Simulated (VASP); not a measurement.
# K (Im-3m) in VASP: a series of runs, part 2 of 2

VASP 6.6.1.

**3. Relaxation of cell and atoms, PBE, target pressure 2 GPa, at which the enthalpy is minimised**

This run uses another cell than the first one, of 72.31 Å³/atom.

Input file INCAR:

```
SYSTEM = K
ALGO = Fast
EDIFF = 1E-6
EDIFFG = -0.008
ENCUT = 600
GGA = PE
IBRION = 2
ISIF = 3
ISMEAR = 0
LASPH = .True.
LCHARG = .False.
LREAL = .False.
LWAVE = .False.
NELM = 80
NSW = 70
PREC = Accurate
PSTRESS = 20.0
SIGMA = 0.1
```

Input file KPOINTS:

```
k-points
0
Gamma
  12 12 12
  0 0 0
```

Input file POSCAR:

```
K
1.0
   -2.6244630438      2.6244630438      2.6244630438
    2.6244630438     -2.6244630438      2.6244630438
    2.6244630438      2.6244630438     -2.6244630438
K
1
Direct
    0.0000000000      0.0000000000      0.0000000000
```

Potentials or basis: VASP PAW PBE potentials, release 64 (K_sv).

Started as:

```console
> cat potpaw_PBE.64/K_sv/POTCAR > POTCAR
> mpirun -np 1 vasp_std > vasp.out
```

OUTCAR:

```text
SYSTEM = K
   EDIFF = 1E-6
   EDIFFG = -0.008
   ENCUT = 600
   GGA = PE
   IBRION = 2
   ISIF = 3
   ISMEAR = 0
   LASPH = .True.
   LREAL = .False.
   NELM = 80
   NSW = 70
   PREC = Accurate
   PSTRESS = 20.0

 ion  position               nearest neighbor table
   1  0.000  0.000  0.000-

  LATTYP: Found a body centered cubic cell.
 ALAT       =     5.2489260876

  Lattice vectors:

 A1 = (  -2.6244630438,   2.6244630438,   2.6244630438)
 A2 = (   2.6244630438,  -2.6244630438,   2.6244630438)
 A3 = (   2.6244630438,   2.6244630438,  -2.6244630438)

Analysis of symmetry for initial positions (statically):
=====================================================================
 Subroutine PRICEL returns:
 Original cell was already a primitive cell.
[... 171 lines left out ...]

 E-fermi :  -0.0943     XC(G=0):  -5.6929

 val. band max:       -0.1153546393   @ k =   0.2500   0.2500   0.0000
 cond. band min:      -0.0491979618   @ k =   0.3333   0.1667   0.0000
 fundamental gap:      0.0661566774
 Fermi energy:        -0.0943084098

 k-point     1 :       0.0000    0.0000    0.0000
  band No.  band energies     occupation
      1     -32.2049      2.00000
      2     -15.6534      2.00000
      3     -15.6534      2.00000
      4     -15.6534      2.00000
      5      -2.2631      2.00000
      6       4.2285      0.00000
      7       4.2286      0.00000
      8       4.2290      0.00000
[... 363 lines left out ...]
--------------------------------------- Ionic step        4  -------------------------------------------

 number of electron       8.9999999 magnetization

 Free energy of the ion-electron system (eV)
  ---------------------------------------------------
  ext. energy  EPLUGINS =         0.00000000
  ---------------------------------------------------
  free energy    TOTEN  =        -0.94991560 eV

  energy without entropy =       -0.94538979  energy(sigma->0) =       -0.94765269

 E-fermi :   0.6922     XC(G=0):  -6.4643

 val. band max:        0.6802814477   @ k =   0.2500   0.2500   0.0000
 cond. band min:       0.7446567162   @ k =   0.3333   0.1667   0.0000
 fundamental gap:      0.0643752685
 Fermi energy:         0.6921534500

 k-point     1 :       0.0000    0.0000    0.0000
  band No.  band energies     occupation
      1     -31.3197      2.00000
      2     -14.7256      2.00000
      3     -14.7256      2.00000
      4     -14.7256      2.00000
      5      -1.9308      2.00000
      6       5.2502      0.00000
      7       5.2502      0.00000
      8       5.2502      0.00000
[... 285 lines left out ...]
  energy  without entropy=       -0.9453897910  energy(sigma->0) =       -0.94765269

  enthalpy is  TOTEN    =        -0.2774546726 eV   P V=        0.6724609227

 reached required accuracy - stopping structural energy minimisation
```

CONTCAR:

```text
K
   1.00000000000000
    -2.3791904934462709    2.3791904934462709    2.3791904934462709
     2.3791904934462709   -2.3791904934462709    2.3791904934462709
     2.3791904934462709    2.3791904934462709   -2.3791904934462709
  K
     1
Direct
     0.0000000000000000    0.0000000000000000    0.0000000000000000

  0.00000000E+00  0.00000000E+00  0.00000000E+00
```

It took 3.8 min on 1 thread of Intel Xeon Platinum 8259CL at 2.50GHz (Skylake/Cascade Lake), shared host; peak memory 0.24 GiB.

What came out:

| Item | Value |
| --- | --- |
| Free energy | -0.9499 eV |
| Relaxed volume | 53.87 Å³/atom |
| Relaxed cell | a = 4.121 Å, b = 4.121 Å, c = 4.121 Å, α = 109.47°, β = 109.47°, γ = 109.47° |
| Space group after relaxing (to 0.1 Å) | Im-3m (No. 229) |
| Energy change on relaxing (the run minimises the enthalpy) | +98.2 meV/atom |
| Ionic steps | 4 |
| Pressure after relaxing | 2.0 GPa |
| Band gap on the k mesh | zero (an odd number of electrons rules out a gap without spin polarisation) |

Step by step:
| step | energy change (eV) | largest force (eV/Å) | pressure (GPa) | volume (Å³) |
| --- | --- | --- | --- | --- |
| 1 | 0.0000 | 0.0000 | 0.08 | 72.31 |
| 2 | 0.0195 | 0.0000 | 0.70 | 63.61 |
| 3 | 0.0713 | 0.0000 | 1.63 | 56.23 |
| 4 | 0.0982 | 0.0000 | 2.02 | 53.87 |

Final structure:
```
K
1.0
    -2.37919    2.37919    2.37919
     2.37919   -2.37919    2.37919
     2.37919    2.37919   -2.37919
K
1
Direct
  0.00000 0.00000 0.00000
```

Levels at points of the mesh, in eV from the Fermi level:
| k point | band 2 | band 3 | band 4 | band 5 | band 6 | band 7 |
| --- | --- | --- | --- | --- | --- | --- |
| (0.00, 0.00, 0.00) | -15.42 | -15.42 | -15.42 | -2.62 | 4.56 | 4.56 |
| (0.50, 0.00, 0.00) | -15.61 | -15.48 | -15.42 | 0.39 | 0.92 | 3.21 |
| (0.50, 0.50, 0.50) | -15.55 | -15.55 | -15.55 | 1.43 | 1.43 | 4.45 |

Caveat: the cell is relaxed towards a set pressure, so the run minimises the enthalpy, not the energy; the volume moved by over 15 % at a fixed basis, so the end points are rough.
